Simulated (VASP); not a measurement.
A run of VASP 6.6.1 is set up as follows.

Contents of INCAR:

```
ALGO = Normal ; EDIFF = 1E-7
ENCUT = 520 ; GGA = CA
ISIF = 2 ; ISMEAR = 1
LASPH = True ; LCHARG = False
LREAL = False ; LWAVE = False
NBANDS = 16 ; NELM = 80
PREC = Accurate ; SIGMA = 0.1
```

File KPOINTS:

```
k-points
0
Gamma
  14 14 8
```

POSCAR

```
Ir
1.0
    2.7513780000      0.0068784450      0.0000000000
   -1.3697320925      2.3793237775      0.0000000000
    0.0000000000      0.0000000000      4.4622900000
Ir
2
Direct
    0.6666666667      0.3333333333      0.7500000000
    0.3333333333      0.6666666667      0.2500000000
```

Potentials or basis: VASP PAW LDA potentials, release 64 (Ir).

Launch:

```bash
$ cat potpaw_LDA.64/Ir/POTCAR > POTCAR
$ mpirun -np 1 vasp_std > vasp.out
```

**Question.** What does it give for the pressure?

**Answer.** -15.9 GPa.

**Question.** Estimate the band gap on the k mesh.

**Answer.** Zero (bands 9 and 10 overlap by 3.17 eV).

**Question.** What does it give for the largest force?

**Answer.** 0.008 eV/Å.

Stress tensor (GPa, compression positive):
```
-15.79  -0.97   0.00
 -0.97 -15.78   0.00
  0.00   0.00 -16.17
```

Caveat: the cell stands under tension; spin-orbit coupling is left out, which moves the levels of the heavy elements.
